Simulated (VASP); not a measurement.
# MgH8Cl2O4 in VASP: a series of runs, part 2 of 2

VASP 6.6.1. Earlier steps stand in the parts before.

## Step 3: Single point, PBE

INCAR reads:

```
SYSTEM = MgH8Cl2O4
PREC = Accurate
ENCUT = 520
EDIFF = 1E-6
ISMEAR = -1
SIGMA = 0.05
LREAL = .False.
LASPH = .True.
NELM = 120
ALGO = Normal
ISIF = 2
LWAVE = .False.
LCHARG = .False.
GGA = PE
NBANDS = 37
GGA_COMPAT = .False.
```

KPOINTS reads:

```
Automatic mesh
0
Gamma
  1 1 1
  0 0 0
```

POSCAR reads:

```
MgH8Cl2O4
1.0
    5.8925310000      0.0000000000      0.0000000000
    0.0000000000      5.8925310000      0.0000000000
    0.0000000000      0.0000000000      5.8925310000
O H Mg Cl
4 8 1 2
Direct
    0.6557962953      0.7869962839      0.4326493997
    0.7274632921      0.1857605840      0.1978097357
    0.2635370098      0.6391650719      0.1872709707
   -0.0250995710      0.9763546429      0.6806922187
    0.5201839413      0.8813699919      0.4585296200
    0.7677515825      0.8278446053      0.5521566200
    0.8142680963      0.2137960751      0.0599911990
    0.7188082676      0.0241661860      0.2490440865
    0.2218401566      0.6533864650      0.3477283361
    0.0996006640      0.5927843231      0.1184380702
    0.0535762985      1.1057727146      0.5916642611
    0.0671528075      0.9665116738      0.8352438027
    0.5564332203      0.4501630963      0.2534055400
    0.3611181681      0.2429685987      0.5204385009
    0.8369408663      0.5623899136      0.9288708027
```

Potentials or basis: VASP PAW PBE potentials, release 64 (O, H, Mg, Cl).

Run with:

```bash
> cat potpaw_PBE.64/O/POTCAR potpaw_PBE.64/H/POTCAR potpaw_PBE.64/Mg/POTCAR potpaw_PBE.64/Cl/POTCAR > POTCAR
> mpirun -np 1 vasp_gam > vasp.out
```

OUTCAR:

```text
SYSTEM = MgH8Cl2O4
   PREC = Accurate
   ENCUT = 520
   EDIFF = 1E-6
   ISMEAR = -1
   LREAL = .False.
   LASPH = .True.
   NELM = 120
   ISIF = 2
   GGA = PE

 ion  position               nearest neighbor table
   1  0.656  0.787  0.433-   5 0.99   6 0.99  13 2.32
   2  0.727  0.186  0.198-   7 0.97   8 1.00  13 1.88
   3  0.264  0.639  0.187-   9 0.98  10 1.08  13 2.09
   4  0.975  0.976  0.681-  11 1.04  12 1.06
   5  0.520  0.881  0.459-   1 0.99
   6  0.768  0.828  0.552-   1 0.99
   7  0.814  0.214  0.060-   2 0.97
   8  0.719  0.024  0.249-   2 1.00
   9  0.222  0.653  0.348-   3 0.98
  10  0.100  0.593  0.118-   3 1.08
  11  0.054  0.106  0.592-   4 1.04
  12  0.067  0.967  0.835-   4 1.06
  13  0.556  0.450  0.253-   2 1.88   3 2.09  14 2.30   1 2.32  15 2.61
  14  0.361  0.243  0.520-  13 2.30
  15  0.837  0.562  0.929-  13 2.61

  LATTYP: Found a simple cubic cell.
 ALAT       =     5.8925310000

  Lattice vectors:

 A1 = (   5.8925310000,   0.0000000000,   0.0000000000)
 A2 = (   0.0000000000,   5.8925310000,   0.0000000000)
 A3 = (   0.0000000000,   0.0000000000,   5.8925310000)

Analysis of symmetry for initial positions (statically):
=====================================================================
 Subroutine PRICEL returns:
 Original cell was already a primitive cell.

 Routine SETGRP: Setting up the symmetry group for a
 simple cubic supercell.

 Subroutine GETGRP returns: Found  1 space group operations
 (whereof  1 operations were pure point group operations)
 out of a pool of 48 trial point group operations.

The static configuration has the point symmetry C_1 .

Analysis of symmetry for dynamics (positions and initial velocities):
=====================================================================
 Subroutine PRICEL returns:
 Original cell was already a primitive cell.

 Routine SETGRP: Setting up the symmetry group for a
 simple cubic supercell.

 Subroutine GETGRP returns: Found  1 space group operations
 (whereof  1 operations were pure point group operations)
 out of a pool of 48 trial point group operations.

The dynamic configuration has the point symmetry C_1 .

 Subroutine INISYM returns: Found  1 space group operations
 (whereof  1 operations are pure point group operations),
 and found     1 'primitive' translations

----------------------------------------------------------------------------------------

                                     Primitive cell

  volume of cell :     204.6000

  direct lattice vectors                    reciprocal lattice vectors
     5.892531000  0.000000000  0.000000000     0.169706362  0.000000000  0.000000000
     0.000000000  5.892531000  0.000000000     0.000000000  0.169706362  0.000000000
     0.000000000  0.000000000  5.892531000     0.000000000  0.000000000  0.169706362

  length of vectors
     5.892531000  5.892531000  5.892531000     0.169706362  0.169706362  0.169706362

  position of ions in fractional coordinates (direct lattice)
[... 65 lines left out ...]
   total plane-waves  NPLWV = 110592
   dimension x,y,z NGX =    48 NGY =   48 NGZ =   48
   dimension x,y,z NGXF=    96 NGYF=   96 NGZF=   96
   ions per type =               4   8   1   2
   NGX,Y,Z   is equivalent  to a cutoff of  13.54, 13.54, 13.54 a.u.
   NGXF,Y,Z  is equivalent  to a cutoff of  27.08, 27.08, 27.08 a.u.
 SYSTEM =  MgH8Cl2O4
   PREC   = accura    normal or accurate (medium, high low for compatibility)
   ISTART =      0    job   : 0-new  1-cont  2-samecut
   ICHARG =      2    charge: 1-file 2-atom 10-const
   ISPIN  =      1    spin polarized calculation?
   LNONCOLLINEAR =      F non collinear calculations
   LSORBIT =      F    spin-orbit coupling
   LASPH  =      T    aspherical Exc in radial PAW
   ENCUT  =  520.0 eV  38.22 Ry    6.18 a.u.  10.96 10.96 10.96*2*pi/ulx,y,z
   NELM   =    120;   NELMIN=  2; NELMDL= -5     # of ELM steps
   EDIFF  = 0.1E-05   stopping-criterion for ELM
   LREAL  =      F    real-space projection
   EDIFFG = 0.1E-04   stopping-criterion for IOM
   NSW    =      0    number of steps for IOM
   IBRION =     -1    ionic relax: 0-MD 1-quasi-New 2-CG
   NFREE  =      0    steps in history (QN), initial steepest desc. (CG)
   ISIF   =      2    stress and relaxation
   ISYM   =      2    0-nonsym 1-usesym 2-fastsym
   POTIM  = 0.5000    time-step for ionic-motion
   TEBEG  =    0.0;   TEEND  =   0.0 temperature during run
   PSTRESS=    0.0 pullay stress
   NELECT =      48.0000    total number of electrons
   NUPDOWN=      -1.0000    fix difference up-down
   EMIN   =  10.00;   EMAX   =-10.00  energy-range for DOS
   EFERMI =   0.00;   METHOD = LEGACY
   ISMEAR =    -1;   SIGMA  =   0.05  broadening in eV -4-tet -1-fermi 0-gaus
   EFERMI_NEDOS =   21; number of points for ismear=-14 and -15
   IALGO  =     38    algorithm
   IMIX   =      4    mixing-type and parameters
     AMIX     =   0.40;   BMIX     =  1.00
     AMIX_MAG =   1.60;   BMIX_MAG =  1.00
  volume/ion in A,a.u.               =      13.64        92.05
  Fermi-wavevector in a.u.,A,eV,Ry     =   1.009687  1.908031 13.870698  1.019468
  Thomas-Fermi vector in A             =   2.142630
   LORBIT       =      0    0 simple, 1 ext, 2 COOP (PROOUT), +10 PAW based schemes
   GGA     = PE    functional components
   LHFCALC =     F    Hartree Fock is set to
   AEXX    =    0.0000 exact exchange contribution
   IVDW    =     0    specifies the selected vdW correction
   LEPSILON=     F    determine dielectric tensor
   LRPA    =     F    only Hartree local field effects (RPA)
 non-spin polarized calculation
  energy-cutoff  :      520.00
  volume of cell :      204.60
 maximum number of plane-waves:      2749
 NGX is ok and might be reduce to    42
   NGX = 21   NGY = 21   NGZ = 21

 number of electron      48.0000002 magnetization

 Free energy of the ion-electron system (eV)
  ---------------------------------------------------
  ext. energy  EPLUGINS =         0.00000000
  ---------------------------------------------------
  free energy    TOTEN  =       -68.29320422 eV

  energy without entropy =      -68.29320422  energy(sigma->0) =      -68.29320422

 E-fermi :  -1.1954     XC(G=0):  -7.0143

 val. band max:       -2.4060753145   @ k =   0.0000   0.0000   0.0000
 cond. band min:       1.9215200402   @ k =   0.0000   0.0000   0.0000
 fundamental gap:      4.3275953547
 Fermi energy:        -1.1954221827

 k-point     1 :       0.0000    0.0000    0.0000
  band No.  band energies     occupation
      1     -22.0956      2.00000
      2     -21.6466      2.00000
      3     -21.3939      2.00000
      4     -20.3766      2.00000
      5     -14.7947      2.00000
      6     -14.6428      2.00000
[... 28 lines left out ...]
     35       8.0259      0.00000
     36       8.2917      0.00000
 [bands above 36 left out]

------------------------ aborting loop because EDIFF is reached ----------------------------------------

  FORCE on cell =-STRESS in cart. coord.  units (eV):
  Direction    XX          YY          ZZ          XY          YZ          ZX
  --------------------------------------------------------------------------------------
  -------------------------------------------------------------------------------------
  Total       -0.9168320      0.2002356     -1.2689495     -0.9035071     -0.6243905     -3.3744223
  in kB       -7.1795086      1.5680004     -9.9368625     -7.0751644     -4.8894638    -26.4243544
  external PRESSURE =      -5.1827902 kB  Pullay stress =       0.0000000 kB

 VOLUME and BASIS-vectors are now :
 -----------------------------------------------------------------------------
  energy-cutoff  :      520.00
  volume of cell :      204.60
      direct lattice vectors                 reciprocal lattice vectors
     5.892531000  0.000000000  0.000000000     0.169706362  0.000000000  0.000000000
     0.000000000  5.892531000  0.000000000     0.000000000  0.169706362  0.000000000
     0.000000000  0.000000000  5.892531000     0.000000000  0.000000000  0.169706362

 POSITION                                       TOTAL-FORCE (eV/Angst)
 -----------------------------------------------------------------------------------
      3.86430      4.63740      2.54940        -0.504397     -0.491981     -0.790091
      4.28660      1.09460      1.16560         0.383337     -1.337834      0.216543
      1.55290      3.76630      1.10350        -1.486680     -0.458945     -0.022375
      5.74463      5.75320      4.01100         2.035217      1.051000      1.755978
      3.06520      5.19350      2.70190         0.114677      0.130356      0.340774
      4.52400      4.87810      3.25360         0.170935      0.113818      0.344397
      4.79810      1.25980      0.35350         0.337014     -0.253015     -0.458818
      4.23560      0.14240      1.46750         0.134962      0.391886     -0.275568
      1.30720      3.85010      2.04900        -0.068242      0.120121      0.023134
      0.58690      3.49300      0.69790         1.574143      0.415342     -0.049347
      0.31570      0.62327      3.48640        -0.502430     -1.250920      1.066442
      0.39570      5.69520      4.92170        -1.623802      0.004147     -2.910734
      3.27880      2.65260      1.49320        -0.198830      1.736099     -0.136790
      2.12790      1.43170      3.06670        -0.179630     -0.030969      0.472411
      4.93170      3.31390      5.47340        -0.186273     -0.139106      0.424044
 -----------------------------------------------------------------------------------
    total drift:                               -0.000677     -0.001071     -0.000922

  FREE ENERGIE OF THE ION-ELECTRON SYSTEM (eV)
  ---------------------------------------------------
  free  energy   TOTEN  =       -68.2932042190 eV

  energy  without entropy=      -68.2932042189  energy(sigma->0) =      -68.29320422
```

Wall time 13 s (1 thread of AMD EPYC 9R45 (Zen 5), shared host); peak memory 0.27 GiB.

Results:

| Item | Value |
| --- | --- |
| Free energy | -68.2932 eV |
| Pressure | -0.5 GPa |
| Largest force | 3.333 eV/Å |
| Band gap on the k mesh | 4.33 eV |

Forces on the atoms (eV/Å):
```
O   -0.504 -0.492 -0.790
O    0.383 -1.338  0.217
O   -1.487 -0.459 -0.022
O    2.035  1.051  1.756
H    0.115  0.130  0.341
H    0.171  0.114  0.344
H    0.337 -0.253 -0.459
H    0.135  0.392 -0.276
H   -0.068  0.120  0.023
H    1.574  0.415 -0.049
H   -0.502 -1.251  1.066
H   -1.624  0.004 -2.911
Mg  -0.199  1.736 -0.137
Cl  -0.180 -0.031  0.472
Cl  -0.186 -0.139  0.424
```

Levels at points of the mesh, in eV from the valence-band top:
| k point | band 22 | band 23 | band 24 | band 25 | band 26 | band 27 |
| --- | --- | --- | --- | --- | --- | --- |
| (0.00, 0.00, 0.00) | -0.27 | -0.19 | 0.00 | 4.33 | 6.86 | 7.45 |

Caveat: the k points lie up to 1.07 Å⁻¹ apart.
